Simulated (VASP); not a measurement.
# C in VASP: further runs

C is run at these levels: PBE; tasks: single point.

All numbers are computed with VASP 6.6.1; they aren't measurements. Logs are shortened: lines on timing, memory, paths and dates and some standing lists are left out, and cuts for length are marked.

### Step 1. The cell of the first run

The cell holds a sheet with vacuum, 7 atoms: a = 4.912 Å, b = 4.912 Å, c = 15.000 Å, α = 90.00°, β = 90.00°, γ = 120.00°.

### Step 2. Single point, PBE

File INCAR:

```
PREC = Accurate ; ENCUT = 520
EDIFF = 1E-6 ; ISMEAR = 0
SIGMA = 0.1 ; LREAL = F
LASPH = T ; NELM = 120
ALGO = Normal ; ISIF = 2
LWAVE = F ; LCHARG = F
LDIPOL = T ; IDIPOL = 3
DIPOL = 0.5 0.5 0.500 ; GGA = PE
NBANDS = 23 ; GGA_COMPAT = F
NELMDL = -8
```

File KPOINTS:

```
Automatic mesh
0
Gamma
  6 6 1
```

File POSCAR:

```
C
1.0
    4.9121060000      0.0000000000      0.0000000000
   -2.4560520000      4.2540080000      0.0000000000
    0.0000000000      0.0000000000     15.0000000000
C
7
Direct
    0.1666666700      0.8333333300      0.4982149200
    0.6666666700      0.3333333300      0.4982149200
    0.6666666700      0.8333333300      0.4982149200
    0.3333333300      0.1666666700      0.5017850800
    0.3333333300      0.6666666700      0.5017850800
    0.8333333300      0.1666666700      0.5017850800
    0.8333333300      0.6666666700      0.5017850800
```

Potentials or basis: VASP PAW PBE potentials, release 64 (C).

On the command line:

```console
> cat potpaw_PBE.64/C/POTCAR > POTCAR
> mpirun -np 1 vasp_std > vasp.out
```

OUTCAR:

```text
PREC = Accurate
   ENCUT = 520
   EDIFF = 1E-6
   ISMEAR = 0
   LREAL = F
   LASPH = T
   NELM = 120
   ISIF = 2
   GGA = PE
   NELMDL = -8

 ion  position               nearest neighbor table
   1  0.167  0.833  0.498-   5 1.42   4 1.42   7 1.42
   2  0.667  0.333  0.498-   6 1.42   7 1.42   4 1.42
   3  0.667  0.833  0.498-   7 1.42   6 1.42   5 1.42
   4  0.333  0.167  0.502-   1 1.42   2 1.42
   5  0.333  0.667  0.502-   1 1.42   3 1.42
   6  0.833  0.167  0.502-   2 1.42   3 1.42
   7  0.833  0.667  0.502-   3 1.42   2 1.42   1 1.42

  LATTYP: Found a hexagonal cell.
 ALAT       =     4.9121060000
 C/A-ratio  =     3.0536800305

  Lattice vectors:

 A1 = (   4.9121060000,   0.0000000000,   0.0000000000)
 A2 = (  -2.4560520000,   4.2540080000,   0.0000000000)
 A3 = (   0.0000000000,   0.0000000000,  15.0000000000)

Analysis of symmetry for initial positions (statically):
=====================================================================
 Subroutine PRICEL returns:
 Original cell was already a primitive cell.

 Routine SETGRP: Setting up the symmetry group for a
 hexagonal supercell.

 Subroutine GETGRP returns: Found  6 space group operations
 (whereof  2 operations were pure point group operations)
 out of a pool of 24 trial point group operations.

The static configuration has the point symmetry C_1h.
 The point group associated with its full space group is C_3v.

Analysis of symmetry for dynamics (positions and initial velocities):
=====================================================================
 Subroutine PRICEL returns:
 Original cell was already a primitive cell.

 Routine SETGRP: Setting up the symmetry group for a
 hexagonal supercell.

 Subroutine GETGRP returns: Found  6 space group operations
 (whereof  2 operations were pure point group operations)
 out of a pool of 24 trial point group operations.

The dynamic configuration has the point symmetry C_1h.
 The point group associated with its full space group is C_3v.

 Subroutine INISYM returns: Found  6 space group operations
 (whereof  2 operations are pure point group operations),
 and found     1 'primitive' translations

----------------------------------------------------------------------------------------

                                     Primitive cell

  volume of cell :     313.4421

[... 89 lines left out ...]
   TEBEG  =    0.0;   TEEND  =   0.0 temperature during run
   PSTRESS=    0.0 pullay stress
   NELECT =      28.0000    total number of electrons
   NUPDOWN=      -1.0000    fix difference up-down
   EMIN   =  10.00;   EMAX   =-10.00  energy-range for DOS
   EFERMI =   0.00;   METHOD = LEGACY
   ISMEAR =     0;   SIGMA  =   0.10  broadening in eV -4-tet -1-fermi 0-gaus
   EFERMI_NEDOS =   21; number of points for ismear=-14 and -15
   IALGO  =     38    algorithm
   IMIX   =      4    mixing-type and parameters
     AMIX     =   0.40;   BMIX     =  1.00
     AMIX_MAG =   1.60;   BMIX_MAG =  1.00
  volume/ion in A,a.u.               =      44.78       302.17
  Fermi-wavevector in a.u.,A,eV,Ry     =   0.731827  1.382952  7.286882  0.535571
  Thomas-Fermi vector in A             =   1.824140
   LORBIT       =      0    0 simple, 1 ext, 2 COOP (PROOUT), +10 PAW based schemes
   GGA     = PE    functional components
   LHFCALC =     F    Hartree Fock is set to
   AEXX    =    0.0000 exact exchange contribution
   IVDW    =     0    specifies the selected vdW correction
   LEPSILON=     F    determine dielectric tensor
   LRPA    =     F    only Hartree local field effects (RPA)
 non-spin polarized calculation
 Gauss-broadening in eV      SIGMA  =   0.10
  energy-cutoff  :      520.00
  volume of cell :      313.44
 maximum number of plane-waves:      8490
 NGX is ok and might be reduce to    40
   NGX = 19   NGY = 19   NGZ = 55

 dipolmoment           0.000000      0.000000     -0.000109 electrons x Angstroem

 number of electron      27.9999997 magnetization

 dipolmoment           0.000000      0.000000      0.009510 electrons x Angstroem

 Free energy of the ion-electron system (eV)
  ---------------------------------------------------
  ext. energy  EPLUGINS =         0.00000000
  ---------------------------------------------------
  free energy    TOTEN  =       -57.22943236 eV

  energy without entropy =      -57.20711533  energy(sigma->0) =      -57.21827384

 E-fermi :  -3.1477     XC(G=0):  -2.7755

 val. band max:       -3.2319714475   @ k =   0.1667  -0.0000   0.0000
 cond. band min:      -3.1275886818   @ k =   0.3333  -0.0000   0.0000
 fundamental gap:      0.1043827657
 Fermi energy:        -3.1477380160

 k-point     1 :       0.0000    0.0000    0.0000
  band No.  band energies     occupation
      1     -21.6778      2.00000
      2     -16.9956      2.00000
      3     -16.9956      2.00000
      4     -16.5454      2.00000
      5     -14.8379      2.00000
      6     -14.8379      2.00000
[... 171 lines left out ...]
     22       4.1110      0.00000
     23       4.4093      0.00000

------------------------ aborting loop because EDIFF is reached ----------------------------------------

 vacuum level on the upper side and lower side of the slab       (xc-potential included)        -0.057        -0.118

  FORCE on cell =-STRESS in cart. coord.  units (eV):
  Direction    XX          YY          ZZ          XY          YZ          ZX
  --------------------------------------------------------------------------------------
  -------------------------------------------------------------------------------------
  Total       -2.7462979     -2.7462971     -0.1374618     -0.0000006      0.0000000     -0.0000000
  in kB      -14.0378607    -14.0378568     -0.7026440     -0.0000033      0.0000000     -0.0000000
  external PRESSURE =      -9.5927872 kB  Pullay stress =       0.0000000 kB

 VOLUME and BASIS-vectors are now :
 -----------------------------------------------------------------------------
  energy-cutoff  :      520.00
  volume of cell :      313.44
      direct lattice vectors                 reciprocal lattice vectors
     4.912106000  0.000000000  0.000000000     0.203578669  0.117536167  0.000000000
    -2.456052000  4.254008000  0.000000000     0.000000000  0.235072431  0.000000000
     0.000000000  0.000000000 15.000000000     0.000000000  0.000000000  0.066666667

 POSITION                                       TOTAL-FORCE (eV/Angst)
 -----------------------------------------------------------------------------------
     -1.22803      3.54501      7.47322        -0.668957     -0.386223      0.625530
      2.45605      1.41800      7.47322         0.000000      0.772445      0.625530
      1.22803      3.54501      7.47322         0.668957     -0.386223      0.625530
      1.22803      0.70900      7.52678         1.413367     -0.816008     -0.372371
      0.00000      2.83601      7.52678         0.000000      1.632015     -0.372371
      3.68408      0.70900      7.52678        -1.413367     -0.816008     -0.372371
      2.45605      2.83601      7.52678         0.000000      0.000000     -0.759477
 -----------------------------------------------------------------------------------
    total drift:                                0.000000     -0.000002     -0.000047

  FREE ENERGIE OF THE ION-ELECTRON SYSTEM (eV)
  ---------------------------------------------------
  free  energy   TOTEN  =       -57.2294323558 eV

  energy  without entropy=      -57.2071153275  energy(sigma->0) =      -57.21827384

 vacuum level on the upper side and lower side of the slab         1.809         1.763
```

OSZICAR:

```text
N       E                     dE             d eps       ncg     rms          rms(c)
DAV:   1     0.215972967552E+03    0.21597E+03   -0.10439E+04   338   0.903E+02
DAV:   2    -0.285258374615E+02   -0.24450E+03   -0.23899E+03   525   0.211E+02
DAV:   3    -0.599391947160E+02   -0.31413E+02   -0.31057E+02   392   0.840E+01
[... 17 lines left out ...]
DAV:  21    -0.572293964508E+02   -0.43092E-04   -0.19968E-06   326   0.621E-03    0.231E-03
DAV:  22    -0.572294267965E+02   -0.30346E-04   -0.14485E-06   297   0.461E-03    0.597E-04
DAV:  23    -0.572294301879E+02   -0.33914E-05   -0.93983E-08   266   0.164E-03    0.404E-04
DAV:  24    -0.572294320369E+02   -0.18490E-05   -0.65537E-08   217   0.964E-04    0.152E-04
DAV:  25    -0.572294323558E+02   -0.31888E-06   -0.20101E-08   252   0.499E-04
   1 F= -.57229432E+02 E0= -.57218274E+02  d E =-.223170E-01
```

stdout:

```text
POSCAR found type information on POSCAR C
 POSCAR found :  1 types and       7 ions
 scaLAPACK will be used
 LDA part: xc-table for (Slater+PW92), standard interpolation
 POSCAR, INCAR and KPOINTS ok, starting setup
 FFT: planning ... GRIDC
 FFT: planning ... GRID_SOFT
 FFT: planning ... GRID
 WAVECAR not read
 entering main loop
```

It took 2.6 min on 1 thread of Intel Xeon Platinum 8375C at 2.90GHz (Ice Lake), shared host; peak memory 0.4 GiB.

What came out:

| Property | Result |
| --- | --- |
| Free energy | -57.2294 eV |
| Largest force | 1.674 eV/Å |
| Band gap on the k mesh | zero (bands 14 and 15 overlap by 0.24 eV) |

Forces on the atoms (eV/Å):
```
C   -0.669 -0.386  0.626
C    0.000  0.772  0.626
C    0.669 -0.386  0.626
C    1.413 -0.816 -0.372
C    0.000  1.632 -0.372
C   -1.413 -0.816 -0.372
C    0.000  0.000 -0.759
```

### Step 3. Single point, PBE

File INCAR:

```
SYSTEM = C
  PREC = Accurate
  ENCUT = 520
  EDIFF = 1E-6
  ISMEAR = 0
  SIGMA = 0.1
  LREAL = .FALSE.
  LASPH = .TRUE.
  NELM = 120
  ALGO = Normal
  ISIF = 2
  LWAVE = .FALSE.
  LCHARG = .TRUE.
  LDIPOL = .TRUE.
  IDIPOL = 3
  DIPOL = 0.5 0.5 0.500
  GGA = PE
  LELF = .TRUE.
  LVHAR = .TRUE.
  LVACPOTAV = .TRUE.
  NBANDS = 23
  GGA_COMPAT = .FALSE.
  NELMDL = -8
```

File KPOINTS:

```
Automatic mesh
0
G
  6 6 1
  0 0 0
```

POSCAR is that of step 2.

Potentials or basis: VASP PAW PBE potentials, release 64 (C).

On the command line:

```console
> cat potpaw_PBE.64/C/POTCAR > POTCAR
> mpirun -np 1 vasp_std > vasp.out
```

Run time: 2.5 min. Hardware: 1 thread of Intel Xeon Platinum 8375C at 2.90GHz (Ice Lake), shared host; peak memory 0.4 GiB.

The run converged. Its results:

```
Free energy            : -57.2294 eV
Largest force          : 1.674 eV/Å
Band gap on the k mesh : zero (bands 14 and 15 overlap by 0.24 eV)
```

Forces in eV/Å, atoms in the order of the input:
```
C   -0.669 -0.386  0.626
C    0.000  0.772  0.626
C    0.669 -0.386  0.626
C    1.413 -0.816 -0.372
C    0.000  1.632 -0.372
C   -1.413 -0.816 -0.372
C    0.000  0.000 -0.759
```

Levels at points of the mesh, in eV from the Fermi level:
| k point | band 11 | band 12 | band 13 | band 14 | band 15 | band 16 | band 17 | band 18 |
| --- | --- | --- | --- | --- | --- | --- | --- | --- |
| (0.00, 0.00, 0.00) | -4.49 | -1.87 | -1.87 | -0.09 | 2.08 | 2.08 | 2.49 | 2.49 |
| (0.50, 0.00, 0.00) | -4.47 | -3.31 | -2.20 | -1.14 | -0.20 | 1.32 | 3.48 | 5.27 |

### Step 4. Single point, PBE

This run uses another cell than the first one.

File INCAR:

```
SYSTEM = C
PREC = Accurate
ENCUT = 520
EDIFF = 1E-6
ISMEAR = 0
SIGMA = 0.1
LREAL = .False.
LASPH = .True.
NELM = 120
ALGO = Normal
ISIF = 2
LWAVE = .False.
LCHARG = .False.
LDIPOL = .True.
IDIPOL = 3
DIPOL = 0.5 0.5 0.314
GGA = PE
NBANDS = 23
GGA_COMPAT = .False.
NELMDL = -8
```

File KPOINTS:

```
Automatic mesh
0
Gamma
  6 6 1
  0 0 0
```

File POSCAR:

```
C
1.0
    4.9338257335     -0.0000005799      0.0000000000
   -2.4669123645      4.2728187130      0.0000000000
    0.0000000000      0.0000000000     23.9071048000
C
7
Direct
    0.1628781742      0.8314390871      0.3138743039
    0.6685609129      0.3371218258      0.3138743039
    0.6685609129      0.8314390871      0.3138743039
    0.3419711116      0.1580288884      0.3138744096
    0.3419711116      0.6839422233      0.3138744096
    0.8160577767      0.1580288884      0.3138744096
    0.8333333333      0.6666666667      0.3138737801
```

Potentials or basis: VASP PAW PBE potentials, release 64 (C).

On the command line:

```console
> cat potpaw_PBE.64/C/POTCAR > POTCAR
> mpirun -np 1 vasp_std > vasp.out
```

OUTCAR:

```text
SYSTEM = C
   PREC = Accurate
   ENCUT = 520
   EDIFF = 1E-6
   ISMEAR = 0
   LREAL = .False.
   LASPH = .True.
   NELM = 120
   ISIF = 2
   GGA = PE
   NELMDL = -8

 ion  position               nearest neighbor table
   1  0.163  0.831  0.314-   5 1.40   4 1.40   7 1.41
   2  0.669  0.337  0.314-   6 1.40   4 1.40   7 1.41
   3  0.669  0.831  0.314-   6 1.40   5 1.40   7 1.41
   4  0.342  0.158  0.314-   1 1.40   2 1.40
   5  0.342  0.684  0.314-   1 1.40   3 1.40
   6  0.816  0.158  0.314-   2 1.40   3 1.40
   7  0.833  0.667  0.314-   3 1.41   2 1.41   1 1.41

  LATTYP: Found a hexagonal cell.
 ALAT       =     4.9338257335
 C/A-ratio  =     4.8455511182

  Lattice vectors:

 A1 = (   4.9338257335,  -0.0000005799,   0.0000000000)
 A2 = (  -2.4669123645,   4.2728187130,   0.0000000000)
 A3 = (   0.0000000000,   0.0000000000,  23.9071048000)

Analysis of symmetry for initial positions (statically):
=====================================================================
 Subroutine PRICEL returns:
 Original cell was already a primitive cell.

 Routine SETGRP: Setting up the symmetry group for a
 hexagonal supercell.

 Subroutine GETGRP returns: Found 12 space group operations
 (whereof  2 operations were pure point group operations)
 out of a pool of 24 trial point group operations.

The static configuration has the point symmetry C_1h.
 The point group associated with its full space group is D_3h.

Analysis of symmetry for dynamics (positions and initial velocities):
=====================================================================
 Subroutine PRICEL returns:
 Original cell was already a primitive cell.

 Routine SETGRP: Setting up the symmetry group for a
 hexagonal supercell.

 Subroutine GETGRP returns: Found 12 space group operations
 (whereof  2 operations were pure point group operations)
[... 122 lines left out ...]
   AEXX    =    0.0000 exact exchange contribution
   IVDW    =     0    specifies the selected vdW correction
   LEPSILON=     F    determine dielectric tensor
   LRPA    =     F    only Hartree local field effects (RPA)
 non-spin polarized calculation
 Gauss-broadening in eV      SIGMA  =   0.10
  energy-cutoff  :      520.00
  volume of cell :      503.99
 maximum number of plane-waves:     13622
 NGX is ok and might be reduce to    40
   NGX = 19   NGY = 19   NGZ = 89

 dipolmoment           0.000000      0.000000      0.000000 electrons x Angstroem

 number of electron      28.0000000 magnetization

 dipolmoment           0.000000      0.000000     -0.000095 electrons x Angstroem

 Free energy of the ion-electron system (eV)
  ---------------------------------------------------
  ext. energy  EPLUGINS =         0.00000000
  ---------------------------------------------------
  free energy    TOTEN  =       -57.45549268 eV

  energy without entropy =      -57.43998302  energy(sigma->0) =      -57.44773785

 E-fermi :  -3.7802     XC(G=0):  -1.7414

 val. band max:       -3.9242852589   @ k =   0.3333  -0.0000   0.0000
 cond. band min:      -3.7707277702   @ k =   0.1667   0.1667   0.0000
 fundamental gap:      0.1535574887
 Fermi energy:        -3.7802006259

 k-point     1 :       0.0000    0.0000    0.0000
  band No.  band energies     occupation
      1     -22.5822      2.00000
      2     -18.0220      2.00000
      3     -18.0220      2.00000
      4     -17.6909      2.00000
      5     -15.4646      2.00000
      6     -15.4646      2.00000
[... 171 lines left out ...]
     22       3.3944      0.00000
     23       3.6012      0.00000

------------------------ aborting loop because EDIFF is reached ----------------------------------------

 vacuum level on the upper side and lower side of the slab       (xc-potential included)        -0.007        -0.006

  FORCE on cell =-STRESS in cart. coord.  units (eV):
  Direction    XX          YY          ZZ          XY          YZ          ZX
  --------------------------------------------------------------------------------------
  -------------------------------------------------------------------------------------
  Total        0.1858481      0.1858481     -0.0370897      0.0000000      0.0000000      0.0000000
  in kB        0.5908040      0.5908040     -0.1179066      0.0000000      0.0000000      0.0000000
  external PRESSURE =       0.3545671 kB  Pullay stress =       0.0000000 kB

 VOLUME and BASIS-vectors are now :
 -----------------------------------------------------------------------------
  energy-cutoff  :      520.00
  volume of cell :      503.99
      direct lattice vectors                 reciprocal lattice vectors
     4.933825733 -0.000000580  0.000000000     0.202682487  0.117018756  0.000000000
    -2.466912365  4.272818713  0.000000000     0.000000028  0.234037560  0.000000000
     0.000000000  0.000000000 23.907104800     0.000000000  0.000000000  0.041828570

 POSITION                                       TOTAL-FORCE (eV/Angst)
 -----------------------------------------------------------------------------------
     -1.24747      3.55259      7.50383         0.008930      0.005156     -0.000000
      2.46691      1.44046      7.50383        -0.000000     -0.010311     -0.000000
      1.24748      3.55259      7.50383        -0.008930      0.005156     -0.000000
      1.29738      0.67523      7.50383        -0.028946      0.016712      0.000000
      0.00000      2.92236      7.50383        -0.000000     -0.033423     -0.000000
      3.63644      0.67523      7.50383         0.028946      0.016712      0.000000
      2.46691      2.84855      7.50381        -0.000000      0.000000     -0.000000
 -----------------------------------------------------------------------------------
    total drift:                                0.000001     -0.000001     -0.019476

  FREE ENERGIE OF THE ION-ELECTRON SYSTEM (eV)
  ---------------------------------------------------
  free  energy   TOTEN  =       -57.4554926845 eV

  energy  without entropy=      -57.4399830166  energy(sigma->0) =      -57.44773785

 vacuum level on the upper side and lower side of the slab         1.131         1.132
```

stdout:

```text
POSCAR found type information on POSCAR C
 POSCAR found :  1 types and       7 ions
 scaLAPACK will be used
 LDA part: xc-table for (Slater+PW92), standard interpolation
 POSCAR, INCAR and KPOINTS ok, starting setup
 FFT: planning ... GRIDC
 FFT: planning ... GRID_SOFT
 FFT: planning ... GRID
 WAVECAR not read
 entering main loop
```

Wall time 4.2 min (1 thread of Intel Xeon Platinum 8375C at 2.90GHz (Ice Lake), shared host); peak memory 0.56 GiB.

Results:

| Quantity | Value |
| --- | --- |
| Free energy | -57.4555 eV |
| Largest force | 0.033 eV/Å |
| Band gap on the k mesh | zero (bands 14 and 15 overlap by 0.18 eV) |

Forces in eV/Å, atoms in the order of the input:
```
C    0.009  0.005  0.000
C    0.000 -0.010  0.000
C   -0.009  0.005  0.000
C   -0.029  0.017  0.000
C    0.000 -0.033  0.000
C    0.029  0.017  0.000
C    0.000  0.000  0.000
```

[end of part 1 of 2]
